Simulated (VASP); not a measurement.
## Re: single point with PBE

The system is Re.

```
Re
1.0
     2.77482    0.00000    0.00000
    -1.38741    2.40307    0.00000
     0.00000    0.00000    4.48422
Re
2
Direct
  0.34186 0.68373 0.19581
  0.65814 0.31627 0.80419
```

This cell differs from its parent crystal: atoms displaced along several vibrational modes.

```
Program             : VASP 6.6.1
Task                : single point
Functional          : PBE
Potentials or basis : VASP PAW PBE potentials, release 64 (Re_sv_GW)
Cutoff              : 560 eV
k mesh              : 18 × 18 × 10
Occupations         : gaussian, width 0.15 eV
Spin                : no spin polarisation
```

| Property | Result |
| --- | --- |
| Pressure | 41.2 GPa |
| Largest force | 8.331 eV/Å |
| Band gap on the k mesh | zero (bands 15 and 16 overlap by 2.77 eV) |

Forces on the atoms (eV/Å):
```
Re   0.000 -0.806  8.292
Re   0.000  0.806 -8.292
```

Stress tensor (GPa, compression positive):
```
30.36  0.00  0.00
 0.00 39.58 -5.56
 0.00 -5.56 53.71
```

Levels at points of the mesh, in eV from the Fermi level:
```tsv
k point	band 13	band 14	band 15	band 16	band 17	band 18
(0.00, 0.00, 0.00)	-2.69	-2.57	-1.72	0.91	1.39	2.54
(0.50, 0.00, 0.00)	-1.57	-1.15	0.24	3.34	3.60	5.20
(0.00, 0.50, 0.00)	-1.80	-1.45	-0.13	3.03	3.86	5.12
(0.00, 0.00, 0.50)	-2.84	-2.84	-2.76	0.70	1.67	2.28
(0.50, 0.00, 0.50)	-1.96	0.89	1.11	2.23	2.48	3.43
(0.00, 0.50, 0.50)	-2.01	0.86	1.39	2.24	2.53	3.13
```

Wall time 3.9 min on 1 thread of AMD EPYC 9R45 96-Core Processor (Zen 5), with other jobs on the host, peak memory 0.58 GiB.

Caveat: the cell differs from its parent crystal (atoms displaced along several vibrational modes); the stress differs along the axes, from 30 to 54 GPa; spin-orbit coupling is left out, which moves the levels of the heavy elements; forces of over 1 eV/Å act on the atoms, so gaps and moduli don't describe the material at rest.
